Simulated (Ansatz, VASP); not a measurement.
**One calculation of CO2, two programs**

Contents of INCAR:

```
SYSTEM = CO2
PREC = Accurate ; ENCUT = 600
EDIFF = 1E-6 ; ISMEAR = 0
SIGMA = 0.02 ; LREAL = .FALSE.
LASPH = .TRUE. ; NELM = 60
ALGO = Normal ; ISIF = 3
LWAVE = .FALSE. ; LCHARG = .FALSE.
GGA = CA ; IBRION = 2
NSW = 100 ; EDIFFG = -0.005
```

Contents of KPOINTS:

```
Automatic mesh
0
G
  6 6 4
  0 0 0
```

File POSCAR:

```
CO2
1.0
    2.6359112300     -2.3873781200      0.0000000000
    2.6359112300      2.3873781200      0.0000000000
    0.0000000000      0.0000000000      6.5871749100
C O
2 4
Direct
    0.0000000000      0.0000000000      0.0000000000
    0.5000000000      0.5000000000      0.5000000000
    0.8065085700      0.1934914300      0.8918433900
    0.1934914300      0.8065085700      0.1081566100
    0.6934914300      0.3065085700      0.3918433900
    0.3065085700      0.6934914300      0.6081566100
```

Input for Ansatz:

```yaml
crystal:
  lattice:
    - [2.63591123, -2.38737812, 0.0]
    - [2.63591123, 2.38737812, 0.0]
    - [0.0, 0.0, 6.58717491]
  atoms:
    - { symbol: C, position: [0.0, 0.0, 0.0] }
    - { symbol: C, position: [0.5, 0.5, 0.5] }
    - { symbol: O, position: [0.80650857, 0.19349143, 0.89184339] }
    - { symbol: O, position: [0.19349143, 0.80650857, 0.10815661] }
    - { symbol: O, position: [0.69349143, 0.30650857, 0.39184339] }
    - { symbol: O, position: [0.30650857, 0.69349143, 0.60815661] }
basis:
  ecutwfc: 420
kpoints:
  mp_grid: { grid: [6, 6, 4] }
hamiltonian:
  xc: lda
scf:
  occupations: { method: gaussian, width: 0.02 }
output:
  forces: true
  stress: true
  eigenvalues: true
  write_density: true
  write_potential: true
  elf: true
  volumetric_format: npy
relax:
  adjacent_minimum: "off"
  f_tol: 0.005
  max_steps: 80
  cell: { stress_tol: 0.05 }
```

Alike in both runs: task relaxation of cell and atoms; functional LDA; k mesh 6 × 6 × 4; occupations gaussian, width 0.02 eV; no spin polarisation.

|  | VASP | Ansatz |
| --- | --- | --- |
| version | VASP 6.6.1 | Ansatz 0.2.0 |
| potentials or method | VASP PAW LDA potentials, release 64 (C, O), cutoff 600 eV | scalar-relativistic, plane waves, PAW |
| valence electrons in the cell | 32 | 32 |

|  | VASP | Ansatz | Ansatz less VASP |
| --- | --- | --- | --- |
| gap on the k mesh at the Fermi level, each at its own relaxed structure (eV) | 6.42 | 6.48 | +0.059 |
| relaxed volume (Å³/atom) | 11.93 | 12.37 | +0.437 |
| relaxed cell length with the largest relative difference (Å) | 6.144 | 6.219 | +0.0748 |

LDA's correlation is that of Perdew and Zunger in VASP and of Perdew and Wang (1992) in Ansatz.

Noted on VASP's run: the standard files for N, O and F lose accuracy on very short bonds.
